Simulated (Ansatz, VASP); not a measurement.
**PbS in VASP and in Ansatz**

INCAR

```
PREC     = Accurate       # precision mode
ENCUT    = 520            # plane-wave cutoff, eV
EDIFF    = 1E-7           # SCF threshold, eV
ISMEAR   = 0              # smearing method
SIGMA    = 0.01           # smearing width, eV
LREAL    = F              # projectors in reciprocal space
LASPH    = T              # aspherical terms in the spheres
NELM     = 60             # most SCF steps
ALGO     = Normal         # electronic algorithm
ISIF     = 2              # what is computed and relaxed
LWAVE    = F              # write WAVECAR
LCHARG   = F              # write CHGCAR
GGA      = CA             # functional
NBANDS   = 28             # bands
```

File KPOINTS:

```
Automatic mesh
0
Gamma
  6 6 4
```

The input POSCAR:

```
PbS
1.0
    4.9970307003      0.0000000000      0.0000000000
   -2.4985153501      4.3275555300      0.0000000000
    0.0000000000      0.0000000000      5.9976965852
Pb S
2 2
Direct
    0.3333333333      0.6666666667     -0.0640827495
    0.6666666667      0.3333333333      0.4359172505
    0.3333333333      0.6666666667      0.4390827495
    0.6666666667      0.3333333333      0.9390827495
```

Input for Ansatz:

```yaml
crystal:
  lattice:
    - [4.9970307003, 0.0, 0.0]
    - [-2.4985153501, 4.32755553, 0.0]
    - [0.0, 0.0, 5.9976965852]
  atoms:
    - { symbol: Pb, position: [0.3333333333, 0.6666666667, -0.0640827495] }
    - { symbol: Pb, position: [0.6666666667, 0.3333333333, 0.4359172505] }
    - { symbol: S, position: [0.3333333333, 0.6666666667, 0.4390827495] }
    - { symbol: S, position: [0.6666666667, 0.3333333333, 0.9390827495] }
kpoints:
  mp_grid: { grid: [6, 6, 4] }
  band_path:
    path:
      - [0.0, 0.0, 0.0]
      - [0.5, 0.0, 0.0]
      - [0.3333333333, 0.3333333333, 0.0]
      - [0.0, 0.0, 0.5]
      - [0.5, 0.0, 0.5]
      - [0.3333333333, 0.3333333333, 0.5]
    npoints: 1
hamiltonian:
  xc: lda
scf:
  occupations: { method: fixed }
  n_extra_bands: 5
output:
  forces: true
  stress: true
  eigenvalues: true
  write_density: true
  write_potential: true
  elf: true
  volumetric_format: npy
```

Alike in both runs: task single point; functional LDA; k mesh 6 × 6 × 4; no spin polarisation.

```csv
,VASP,Ansatz
version,VASP 6.6.1,Ansatz 0.2.0
potentials or method,"VASP PAW LDA potentials, release 64 (Pb_d, S)","plane waves, PAW"
plane-wave cutoff (eV),520,420
occupations,"gaussian, width 0.01 eV",fixed
valence electrons in the cell,40,40
```

VASP gave:

| Quantity | Value |
| --- | --- |
| gap on the k mesh at the Fermi level (eV) | 1.27 |
| pressure (GPa) | -2.7 |
| traceless stress, the component that is largest in VASP (GPa) | -0.14 |

Q: Which values does Ansatz return?

A: gap on the k mesh at the Fermi level (eV): 1.28; pressure (GPa): -2.7; traceless stress, the component that is largest in VASP (GPa): -0.14.

LDA's correlation is that of Perdew and Zunger in VASP and of Perdew and Wang (1992) in Ansatz.

Spin-orbit coupling is off throughout.
